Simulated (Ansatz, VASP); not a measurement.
# Two plane-wave programs on K

POSCAR

```
K
1.0
   -2.6699463634      2.6699463634      2.6699463634
    2.6699463634     -2.6699463634      2.6699463634
    2.6699463634      2.6699463634     -2.6699463634
K
1
Direct
    0.0000000000      0.0000000000      0.0000000000
```

File INCAR.step1:

```
  PREC = Accurate
  ENCUT = 520
  ISMEAR = -1
  SIGMA = 0.3
  LREAL = False
  LASPH = True
  NELM = 60
  NBANDS = 10
  GGA = PE
  ALGO = Normal
  EDIFF = 1E-4
  LWAVE = True
  LCHARG = False
```

The input INCAR.step2:

```
  PREC = Accurate
  ENCUT = 520
  EDIFF = 1E-7
  ISMEAR = -1
  SIGMA = 0.3
  LREAL = False
  LASPH = True
  NELM = 60
  ALGO = Normal
  ISIF = 2
  LWAVE = False
  LCHARG = False
  METAGGA = R2SCAN
  LMIXTAU = True
  NBANDS = 10
  ISTART = 1
```

File KPOINTS:

```
regular mesh
0
Gamma
  8 8 8
```

Input for Ansatz:

```yaml
crystal:
  lattice:
    - [-2.6699463634, 2.6699463634, 2.6699463634]
    - [2.6699463634, -2.6699463634, 2.6699463634]
    - [2.6699463634, 2.6699463634, -2.6699463634]
  atoms:
    - { symbol: K, position: [0.0, 0.0, 0.0] }
hamiltonian:
  xc: r2scan
  pseudopotentials:
    kind: paw
    azcp:
      K: "pseudopotentials/K.paw.azcp"
basis:
  ecutwfc: 500
  fft_grid_basis: typed
kpoints:
  mp_grid: { grid: [8, 8, 8], shift: [0, 0, 0] }
magnetization:
  spin_polarized: false
scf:
  occupations: { method: fermi_dirac, width: 0.3 }
  lower_state_search: "off"
output:
  stress: true
  write_density: true
  write_potential: true
  elf: true
  volumetric_format: npy
```

Alike in both runs: task single point; functional r2SCAN; k mesh 8 × 8 × 8; occupations fermi-dirac, width 0.3 eV; no spin polarisation.

```csv
,VASP,Ansatz
version,VASP 6.6.1,Ansatz 0.2.0
potentials or method,"VASP PAW PBE potentials, release 64 (K_sv), cutoff 520 eV","plane waves (500 eV) with PAW, scalar-relativistic"
valence electrons in the cell,9,9
```

|  | VASP | Ansatz | Ansatz less VASP |
| --- | --- | --- | --- |
| pressure (GPa) | 0.1 | 0.1 | +0.02 |

VASP's potentials were made for PBE, not for r2SCAN. The functional is the same, so the differences come from potentials, cutoffs and numerics.
